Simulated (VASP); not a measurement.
A run of VASP 6.6.1 is set up as follows.

INCAR

```
SYSTEM = LiH
ALGO = Normal ; EDIFF = 1E-6
ENCUT = 520 ; GGA = PE
ISIF = 2 ; ISMEAR = 0
LASPH = .TRUE. ; LCHARG = .FALSE.
LREAL = .FALSE. ; LWAVE = .FALSE.
NBANDS = 9 ; NELM = 80
PREC = Accurate ; SIGMA = 0.01
```

File KPOINTS:

```
k-points
0
G
  6 6 6
  0 0 0
```

Contents of POSCAR:

```
LiH
1.0
    0.0000000000      2.2143664312      2.2143664312
    2.2143664312      0.0000000000      2.2143664312
    2.2143664312      2.2143664312      0.0000000000
Li H
1 1
Direct
    0.0000000000      0.0000000000      0.0000000000
    0.2500000000      0.2500000000      0.2500000000
```

Potentials or basis: VASP PAW PBE potentials, release 64 (Li_sv, H).

Run with:

```bash
$ cat potpaw_PBE.64/Li_sv/POTCAR potpaw_PBE.64/H/POTCAR > POTCAR
$ mpirun -np 1 vasp_std > vasp.out
```

**Question.** What does it give for the band gap on the k mesh?

**Answer.** 4.15 eV, indirect (least direct gap 5.05 eV).

 A k mesh can miss the band edges.
